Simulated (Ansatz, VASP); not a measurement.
## C13O in VASP and in Ansatz

```
C O
1.0
     4.93269    0.00000    0.00000
     0.00000    8.52230    0.00000
     0.00000    0.00000   22.94161
C O
13 1
Direct
  0.00000 0.00000 0.17436
  0.50000 0.00000 0.17436
  0.25000 0.00000 0.20539
  0.75000 0.00000 0.20539
  0.25000 0.00000 0.26746
  0.75000 0.00000 0.26746
  0.00000 0.00000 0.29771
  0.50000 0.00000 0.29771
  0.00000 0.00000 0.36262
  0.50000 0.00000 0.36262
  0.25000 0.00000 0.38975
  0.75000 0.00000 0.38975
  0.12500 0.92373 0.48042
  0.12500 0.07627 0.48042
```

Alike in both runs: task single point; functional PBE; k mesh 6 × 3 × 1; occupations gaussian, width 0.1 eV; no spin polarisation.

|  | VASP | Ansatz |
| --- | --- | --- |
| version | VASP 6.6.1 | Ansatz 0.2.0 |
| potentials or method | VASP PAW PBE potentials, release 64 (C, O), cutoff 520 eV | scalar-relativistic, plane waves, PAW |
| valence electrons in the cell | 58 | 58 |

VASP gave:

```
gap on the k mesh at the Fermi level (eV) : 0.06
least direct gap on the mesh (eV)         : 0.06
rms of the force components (eV/Å)        : 2.062
```

Problem. Estimate Ansatz's values.

Solution. gap on the k mesh at the Fermi level (eV): 0.06; least direct gap on the mesh (eV): 0.06; rms of the force components (eV/Å): 2.133.

Atom by atom the forces differ by 0.078 eV/Å (rms over components). The functional is the same, so the differences come from potentials, cutoffs and numerics.
